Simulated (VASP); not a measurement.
# Ir3O in VASP: a series of runs

Ir3O is run at these levels: PBE; tasks: relaxation of the atoms, single point.

Program: VASP 6.6.1. These are calculated values, not measurements. Logs are shortened: lines on timing, memory, paths and dates and some standing lists are left out, and cuts for length are marked.

## Step 1: The cell of the first run

The cell holds a slab with vacuum, 4 atoms: a = 2.737 Å, b = 2.737 Å, c = 19.843 Å, α = 90.00°, β = 90.00°, γ = 120.00°.

## Step 2: Relaxation of the atoms, PBE

INCAR reads:

```
SYSTEM = Ir3O
ALGO = Normal ; DIPOL = 0.5 0.5 0.352
EDIFF = 1E-7 ; EDIFFG = -0.025
ENCUT = 520 ; GGA = PE
GGA_COMPAT = .FALSE. ; IBRION = 2
IDIPOL = 3 ; ISIF = 2
ISMEAR = 0 ; LASPH = .TRUE.
LCHARG = .FALSE. ; LDIPOL = .TRUE.
LREAL = .FALSE. ; LWAVE = .FALSE.
NELM = 120 ; NELMDL = -8
NELMIN = 4 ; NSW = 36
PREC = Accurate ; SIGMA = 0.1
```

KPOINTS reads:

```
k-points
0
G
  12 12 1
  0 0 0
```

POSCAR reads:

```
Ir3O
1.0
    2.7367600872      0.0000000000      0.0000000000
   -1.3683800436      2.3701037596      0.0000000000
    0.0000000000      0.0000000000     19.8425800730
Ir O
3 1
Selective dynamics
Direct
    0.6666666667      0.3333333333      0.2015866881  F F F
    0.3333333333      0.6666666667      0.3110139949  F F F
    0.0000000000      0.0000000000      0.4204382718  F F F
    0.6666666667      0.3333333333      0.4739929746  F F T
```

Potentials or basis: VASP PAW PBE potentials, release 64 (Ir_sv_GW, O).

The run is started by

```
$ cat potpaw_PBE.64/Ir_sv_GW/POTCAR potpaw_PBE.64/O/POTCAR > POTCAR
$ mpirun -np 1 vasp_std > vasp.out
```

OUTCAR:

```text
SYSTEM = Ir3O
   EDIFF = 1E-7
   EDIFFG = -0.025
   ENCUT = 520
   GGA = PE
   IBRION = 2
   ISIF = 2
   ISMEAR = 0
   LASPH = .TRUE.
   LREAL = .FALSE.
   NELM = 120
   NELMDL = -8
   NELMIN = 4
   NSW = 36
   PREC = Accurate

 ion  position               nearest neighbor table
   1  0.667  0.333  0.202-   2 2.69   2 2.69   2 2.69
   2  0.333  0.667  0.311-   3 2.69   3 2.69   3 2.69   1 2.69   1 2.69   1 2.69
   3  0.000  0.000  0.420-   4 1.90   4 1.90   4 1.90   2 2.69   2 2.69   2 2.69
   4  0.667  0.333  0.474-   3 1.90   3 1.90   3 1.90

  LATTYP: Found a hexagonal cell.
 ALAT       =     2.7367600872
 C/A-ratio  =     7.2503907689

  Lattice vectors:

 A1 = (   2.7367600872,   0.0000000000,   0.0000000000)
 A2 = (  -1.3683800436,   2.3701037596,   0.0000000000)
 A3 = (   0.0000000000,   0.0000000000,  19.8425800730)

Analysis of symmetry for initial positions (statically):
=====================================================================
 Subroutine PRICEL returns:
 Original cell was already a primitive cell.

 Routine SETGRP: Setting up the symmetry group for a
 hexagonal supercell.

 Subroutine GETGRP returns: Found  6 space group operations
 (whereof  6 operations were pure point group operations)
 out of a pool of 24 trial point group operations.

The static configuration has the point symmetry C_3v.

Analysis of symmetry for dynamics (positions and initial velocities):
=====================================================================
 Subroutine PRICEL returns:
 Original cell was already a primitive cell.

 Routine SETGRP: Setting up the symmetry group for a
 hexagonal supercell.

 Subroutine GETGRP returns: Found  6 space group operations
 (whereof  6 operations were pure point group operations)
 out of a pool of 24 trial point group operations.

The dynamic configuration has the point symmetry C_3v.

Analysis of constrained symmetry for selective dynamics:
=====================================================================
 Subroutine PRICEL returns:
 Original cell was already a primitive cell.

 Routine SETGRP: Setting up the symmetry group for a
 hexagonal supercell.

 Subroutine GETGRP returns: Found  6 space group operations
 (whereof  6 operations were pure point group operations)
 out of a pool of 24 trial point group operations.

The constrained configuration has the point symmetry C_3v.

 Subroutine INISYM returns: Found  6 space group operations
 (whereof  6 operations are pure point group operations),
 and found     1 'primitive' translations

----------------------------------------------------------------------------------------

                                     Primitive cell

  volume of cell :     128.7070

  direct lattice vectors                    reciprocal lattice vectors
     2.736760087  0.000000000  0.000000000     0.365395566  0.210961228  0.000000000
    -1.368380044  2.370103760  0.000000000     0.000000000  0.421922456  0.000000000
     0.000000000  0.000000000 19.842580073     0.000000000  0.000000000  0.050396672

  length of vectors
     2.736760087  2.736760087 19.842580073     0.421922456  0.421922456  0.050396672

  position of ions in fractional coordinates (direct lattice)
     0.666666667  0.333333333  0.201586688
     0.333333333  0.666666667  0.311013995
     0.000000000  0.000000000  0.420438272
     0.666666667  0.333333333  0.473992975

  ion indices of the primitive-cell ions
   primitive index   ion index
                 1           1
                 2           2
                 3           3
                 4           4

----------------------------------------------------------------------------------------

 KPOINTS: k-points

Automatic generation of k-mesh.
 Grid dimensions read from file:
 generate k-points for:   12   12    1

 Generating k-lattice:

  Cartesian coordinates                     Fractional coordinates (reciprocal lattice)
     0.030449630  0.017580102  0.000000000     0.083333333  0.000000000  0.000000000
     0.000000000  0.035160205  0.000000000     0.000000000  0.083333333  0.000000000
     0.000000000  0.000000000  0.050396672     0.000000000  0.000000000  1.000000000

  Length of vectors
     0.035160205  0.035160205  0.050396672

  Shift w.r.t. Gamma in fractional coordinates (k-lattice)
     0.000000000  0.000000000  0.000000000

 Subroutine IBZKPT returns following result:
 ===========================================

 Found     19 irreducible k-points:

 Following reciprocal coordinates:
            Coordinates               Weight
  0.000000  0.000000  0.000000      1.000000
  0.083333 -0.000000  0.000000      6.000000
  0.166667 -0.000000  0.000000      6.000000
  0.250000 -0.000000  0.000000      6.000000
  0.333333 -0.000000  0.000000      6.000000
  0.416667 -0.000000  0.000000      6.000000
[... 11 lines left out ...]
  0.333333  0.250000  0.000000     12.000000
  0.333333  0.333333  0.000000      2.000000
   k-points           NKPTS =     19   k-points in BZ     NKDIM =     19   number of bands    NBANDS=     34
   number of dos      NEDOS =    301   number of ions     NIONS =      4
   total plane-waves  NPLWV =  60000
   dimension x,y,z NGX =    20 NGY =   20 NGZ =  150
   dimension x,y,z NGXF=    40 NGYF=   40 NGZF=  300
   ions per type =               3   1
   NGX,Y,Z   is equivalent  to a cutoff of  12.15, 12.15, 12.57 a.u.
   NGXF,Y,Z  is equivalent  to a cutoff of  24.30, 24.30, 25.13 a.u.
 SYSTEM =  Ir3O
   PREC   = accura    normal or accurate (medium, high low for compatibility)
   ISTART =      0    job   : 0-new  1-cont  2-samecut
   ICHARG =      2    charge: 1-file 2-atom 10-const
   ISPIN  =      1    spin polarized calculation?
   LNONCOLLINEAR =      F non collinear calculations
   LSORBIT =      F    spin-orbit coupling
   LASPH  =      T    aspherical Exc in radial PAW
   ENCUT  =  520.0 eV  38.22 Ry    6.18 a.u.   5.09  5.09 36.89*2*pi/ulx,y,z
   NELM   =    120;   NELMIN=  4; NELMDL= -8     # of ELM steps
   EDIFF  = 0.1E-06   stopping-criterion for ELM
   LREAL  =      F    real-space projection
   EDIFFG = -.3E-01   stopping-criterion for IOM
   NSW    =     36    number of steps for IOM
   IBRION =      2    ionic relax: 0-MD 1-quasi-New 2-CG
   NFREE  =      1    steps in history (QN), initial steepest desc. (CG)
   ISIF   =      2    stress and relaxation
   ISYM   =      2    0-nonsym 1-usesym 2-fastsym
   POTIM  = 0.5000    time-step for ionic-motion
   TEBEG  =    0.0;   TEEND  =   0.0 temperature during run
   PSTRESS=    0.0 pullay stress
   NELECT =      57.0000    total number of electrons
   NUPDOWN=      -1.0000    fix difference up-down
   EMIN   =  10.00;   EMAX   =-10.00  energy-range for DOS
   EFERMI =   0.00;   METHOD = LEGACY
   ISMEAR =     0;   SIGMA  =   0.10  broadening in eV -4-tet -1-fermi 0-gaus
   EFERMI_NEDOS =   21; number of points for ismear=-14 and -15
   IALGO  =     38    algorithm
   IMIX   =      4    mixing-type and parameters
     AMIX     =   0.40;   BMIX     =  1.00
     AMIX_MAG =   1.60;   BMIX_MAG =  1.00
  volume/ion in A,a.u.               =      32.18       217.14
  Fermi-wavevector in a.u.,A,eV,Ry     =   1.247860  2.358113 21.186359  1.557153
  Thomas-Fermi vector in A             =   2.381973
   LORBIT       =      0    0 simple, 1 ext, 2 COOP (PROOUT), +10 PAW based schemes
   GGA     = PE    functional components
   LHFCALC =     F    Hartree Fock is set to
   AEXX    =    0.0000 exact exchange contribution
   IVDW    =     0    specifies the selected vdW correction
   LEPSILON=     F    determine dielectric tensor
   LRPA    =     F    only Hartree local field effects (RPA)
 conjugate gradient relaxation of ions
 non-spin polarized calculation
 Gauss-broadening in eV      SIGMA  =   0.10
  energy-cutoff  :      520.00
  volume of cell :      128.71
 maximum number of plane-waves:      3499
   NGX = 11   NGY = 11   NGZ = 73

--------------------------------------- Ionic step        1  -------------------------------------------

 number of electron      56.9999996 magnetization

 Free energy of the ion-electron system (eV)
  ---------------------------------------------------
  ext. energy  EPLUGINS =         0.00000000
  ---------------------------------------------------
  free energy    TOTEN  =       -31.74598636 eV

  energy without entropy =      -31.72991814  energy(sigma->0) =      -31.73795225

------------------------ aborting loop because EDIFF is reached ----------------------------------------

  FORCE on cell =-STRESS in cart. coord.  units (eV):
  Direction    XX          YY          ZZ          XY          YZ          ZX
  --------------------------------------------------------------------------------------
  -------------------------------------------------------------------------------------
  Total        6.7231742      6.7231742      8.5546715      0.0000000      0.0000000      0.0000000
  in kB       83.6917632     83.6917632    106.4907026      0.0000000      0.0000000      0.0000000
  external PRESSURE =      91.2914097 kB  Pullay stress =       0.0000000 kB
[... 19 lines left out ...]
  FREE ENERGIE OF THE ION-ELECTRON SYSTEM (eV)
  ---------------------------------------------------
  free  energy   TOTEN  =       -31.7459863594 eV

  energy  without entropy=      -31.7299181444  energy(sigma->0) =      -31.73795225

 dipolmoment           0.000000      0.000000     -0.036427 electrons x Angstroem

--------------------------------------- Ionic step        2  -------------------------------------------

 number of electron      57.0000000 magnetization

------------------------ aborting loop because EDIFF is reached ----------------------------------------

  FORCE on cell =-STRESS in cart. coord.  units (eV):
  Direction    XX          YY          ZZ          XY          YZ          ZX
  --------------------------------------------------------------------------------------
  -------------------------------------------------------------------------------------
  Total        1.2496794      1.2496794      2.4315097      0.0000000      0.0000000      0.0000000
  in kB       15.5563234     15.5563234     30.2680444      0.0000000      0.0000000      0.0000000
  external PRESSURE =      20.4602304 kB  Pullay stress =       0.0000000 kB
[... 23 lines left out ...]
  energy  without entropy=      -32.2119505363  energy(sigma->0) =      -32.22366018

--------------------------------------- Ionic step        3  -------------------------------------------

 number of electron      56.9999995 magnetization

 dipolmoment           0.000000      0.000000      0.038001 electrons x Angstroem

 Free energy of the ion-electron system (eV)
  ---------------------------------------------------
  ext. energy  EPLUGINS =         0.00000000
  ---------------------------------------------------
  free energy    TOTEN  =       -32.23955667 eV

  energy without entropy =      -32.21567677  energy(sigma->0) =      -32.22761672

 E-fermi :   0.7807     XC(G=0):  -6.2400

 val. band max:        0.7754937972   @ k =   0.4167   0.0833   0.0000
 cond. band min:       0.8138388932   @ k =   0.3333   0.3333   0.0000
 fundamental gap:      0.0383450960
 Fermi energy:         0.7806845308

 k-point     1 :       0.0000    0.0000    0.0000
  band No.  band energies     occupation
      1     -92.9716      2.00000
      2     -92.1524      2.00000
      3     -91.6380      2.00000
      4     -49.9495      2.00000
      5     -49.4975      2.00000
      6     -49.4975      2.00000
[... 692 lines left out ...]
     33       6.7623      0.00000
     34       6.8609      0.00000

------------------------ aborting loop because EDIFF is reached ----------------------------------------

 vacuum level on the upper side and lower side of the slab       (xc-potential included)         0.507        -0.601

  FORCE on cell =-STRESS in cart. coord.  units (eV):
  Direction    XX          YY          ZZ          XY          YZ          ZX
  --------------------------------------------------------------------------------------
  -------------------------------------------------------------------------------------
  Total        0.7646921      0.7646921      1.7769336      0.0000000     -0.0000000      0.0000000
  in kB        9.5190793      9.5190793     22.1197159      0.0000000     -0.0000000      0.0000000
  external PRESSURE =      13.7192915 kB  Pullay stress =       0.0000000 kB

 VOLUME and BASIS-vectors are now :
 -----------------------------------------------------------------------------
  energy-cutoff  :      520.00
  volume of cell :      128.71
      direct lattice vectors                 reciprocal lattice vectors
     2.736760087  0.000000000  0.000000000     0.365395566  0.210961228  0.000000000
    -1.368380044  2.370103760  0.000000000     0.000000000  0.421922456  0.000000000
     0.000000000  0.000000000 19.842580073     0.000000000  0.000000000  0.050396672
[... 10 lines left out ...]
  FREE ENERGIE OF THE ION-ELECTRON SYSTEM (eV)
  ---------------------------------------------------
  free  energy   TOTEN  =       -32.2395566651 eV

  energy  without entropy=      -32.2156767744  energy(sigma->0) =      -32.22761672

 reached required accuracy - stopping structural energy minimisation

 vacuum level on the upper side and lower side of the slab         7.372         6.243
```

It took 5.3 min on 1 thread of Intel Xeon Platinum 8488C (Sapphire Rapids), shared host; peak memory 0.28 GiB.

What came out:

- Free energy: -32.2396 eV
- Energy gained by relaxing: 123.4 meV/atom
- Ionic steps: 3
- Band gap on the k mesh: zero (an odd number of electrons rules out a gap without spin polarisation)

The path:
| step | energy change (eV) | largest force on free atoms (eV/Å) | pressure (GPa) |
| --- | --- | --- | --- |
| 1 | 0.0000 | 4.5108 | 9.13 |
| 2 | -0.4894 | 0.3490 | 2.05 |
| 3 | -0.4936 | 0.0206 | 1.37 |

Final structure:
```
CELL_PARAMETERS angstrom
2.73676 0.00000 0.00000
-1.36838 2.37010 0.00000
0.00000 0.00000 19.84258
ATOMIC_POSITIONS crystal
Ir 0.66667 0.33333 0.20159
Ir 0.33333 0.66667 0.31101
Ir 0.00000 0.00000 0.42044
O 0.66667 0.33333 0.48626
```

Levels at points of the mesh, in eV from the Fermi level:
```csv
k point,band 24,band 25,band 26,band 27,band 28,band 29,band 30,band 31,band 32,band 33
"(0.00, 0.00, 0.00)",-3.06,-2.57,-2.41,-2.41,-1.24,-1.24,-0.28,-0.05,-0.05,1.04
"(0.50, 0.00, 0.00)",-2.37,-0.64,-0.24,0.10,0.62,0.87,1.37,1.61,2.34,3.27
```

Caveat: spin-orbit coupling is left out, which moves the levels of the heavy elements.

[end of part 1 of 2]

The gap in the log of VASP goes by the Fermi energy; the results here count the filled bands.